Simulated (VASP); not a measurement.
Write the native input for VASP 6.6.1 that does the following.

- Task: single point
- Functional: PBE
- Potentials or basis: VASP PAW PBE potentials, release 64 (Zn, S)
- Cutoff: 520 eV
- k mesh: 8 × 8 × 8
- Occupations: gaussian, width 0.02 eV
- Spin: no spin polarisation
- Dipole correction: no
- Further INCAR settings: ALGO = Normal; EDIFF = 1e-07; NBANDS = 16

The structure of ZnS lies in POSCAR:

```
ZnS
1.0
    0.0000000000      2.7211786305      2.7211786305
    2.7211786305      0.0000000000      2.7211786305
    2.7211786305      2.7211786305      0.0000000000
Zn S
1 1
Direct
    0.0000000000      0.0000000000      0.0000000000
    0.2500000000      0.2500000000      0.2500000000
```

One way to write it, as run:

INCAR

```
ALGO     = Normal         # electronic algorithm
EDIFF    = 1E-7           # SCF threshold, eV
ENCUT    = 520            # plane-wave cutoff, eV
GGA      = PE             # functional
ISIF     = 2              # what is computed and relaxed
ISMEAR   = 0              # smearing method
LASPH    = T              # aspherical terms in the spheres
LCHARG   = T              # write CHGCAR
LELF     = T              # ELF
LREAL    = F              # projectors in reciprocal space
LVHAR    = T            
LWAVE    = F              # write WAVECAR
NBANDS   = 16             # bands
NELM     = 80             # most SCF steps
PREC     = Accurate       # precision mode
SIGMA    = 0.02           # smearing width, eV
```

KPOINTS

```
k-points
0
Gamma
  8 8 8
```

Potentials or basis: VASP PAW PBE potentials, release 64 (Zn, S).

Command:

```console
$ cat potpaw_PBE.64/Zn/POTCAR potpaw_PBE.64/S/POTCAR > POTCAR
$ mpirun -np 1 vasp_std > vasp.out
```

Results of the run:

| Quantity | Value |
| --- | --- |
| Pressure | 0.2 GPa |
| Band gap on the k mesh | 2.02 eV, direct |

It took 14 s on 1 thread of Intel Xeon 6975P-C, on a shared host, peak memory 0.17 GiB.
